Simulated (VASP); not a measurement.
Here is a VASP 6.6.1 calculation.

The input INCAR:

```
ALGO     = Normal         # electronic algorithm
EDIFF    = 1E-6           # SCF threshold, eV
ENCUT    = 600            # plane-wave cutoff, eV
GGA      = PE             # functional
GGA_COMPAT= False        
ISIF     = 2              # what is computed and relaxed
ISMEAR   = 0              # smearing method
ISPIN    = 2              # spin polarisation
LASPH    = True           # aspherical terms in the spheres
LCHARG   = False          # write CHGCAR
LORBIT   = 11             # projections on sites
LREAL    = False          # projectors in reciprocal space
LWAVE    = False          # write WAVECAR
MAGMOM   = 0 0 0 0 1      # initial moments
NBANDS   = 20             # bands
NELM     = 200            # most SCF steps
PREC     = Accurate       # precision mode
SIGMA    = 0.1            # smearing width, eV
```

The input KPOINTS:

```
k-points
0
Gamma
  6 6 4
```

POSCAR

```
Al2B2N
1.0
    3.5202780300      0.0000000000      0.0000000000
   -1.7601390100      3.0486502000      0.0000000000
    0.0000000000      0.0000000000      5.8614409900
Al B N
2 2 1
Direct
    0.3333333300      0.6666666700      0.6194559900
    0.6666666700      0.3333333300      0.3805440100
    0.3333333300      0.6666666700      0.2381086100
    0.6666666700      0.3333333300      0.7618913900
    0.0000000000      0.0000000000      0.0000000000
```

Potentials or basis: VASP PAW PBE potentials, release 64 (Al, B, N).

Command:

```console
$ cat potpaw_PBE.64/Al/POTCAR potpaw_PBE.64/B/POTCAR potpaw_PBE.64/N/POTCAR > POTCAR
$ mpirun -np 1 vasp_std > vasp.out
```

Q: Predict the net moment.

A: 0.00 μB per cell.

Q: What does it give for the largest force?

A: 2.537 eV/Å.

Q: Estimate the pressure.

A: -4.5 GPa.

Forces on the atoms (eV/Å):
```
Al   0.000  0.000  2.537
Al   0.000  0.000 -2.537
B    0.000  0.000 -0.410
B    0.000  0.000  0.410
N    0.000  0.000  0.000
```

Caveat: the cell stands under tension; forces of over 1 eV/Å act on the atoms, so gaps and moduli don't describe the material at rest.
